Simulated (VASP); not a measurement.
Here is a VASP 6.6.1 calculation.

INCAR

```
PREC = Accurate ; ENCUT = 520
EDIFF = 1E-6 ; ISMEAR = -1
SIGMA = 0.1 ; LREAL = False
LASPH = True ; NELM = 60
ALGO = Normal ; ISIF = 2
LWAVE = False ; LCHARG = True
GGA = B5 ; ALDAX = 1.0
AGGAX = 1.0 ; AGGAC = 1.0
ALDAC = 0.0 ; LELF = True
LVHAR = True ; NBANDS = 18
```

The input KPOINTS:

```
Automatic mesh
0
Gamma
  12 12 3
```

File POSCAR:

```
Sb
1.0
    3.3432199208      0.0000000000      0.0000000000
   -1.6716099604      2.8953133818      0.0000000000
    0.0000000000      0.0000000000     11.5391691909
Sb
4
Direct
    1.0000000000      1.0000000000      0.0000000000
    1.0000000000      1.0000000000      0.5000000000
    0.3333333333      0.6666666667      0.2500000000
    0.6666666667      0.3333333333      0.7500000000
```

Potentials or basis: VASP PAW PBE potentials, release 64 (Sb).

Launch:

```sh
$ cat potpaw_PBE.64/Sb/POTCAR > POTCAR
$ mpirun -np 1 vasp_std > vasp.out
```

Task: Estimate the band gap on the k mesh.

Result: Zero (band 10 reaches 12.67 eV, above the bottom of band 11 at 6.34 eV).

Task: Estimate the pressure.

Result: 4.7 GPa.

Stress tensor (GPa, compression positive):
```
5.11 0.00 0.00
0.00 5.11 0.00
0.00 0.00 3.98
```

Caveat: the PAW data sets were made with another functional, which shifts forces and pressure a little; spin-orbit coupling is left out, which moves the levels of the heavy elements.
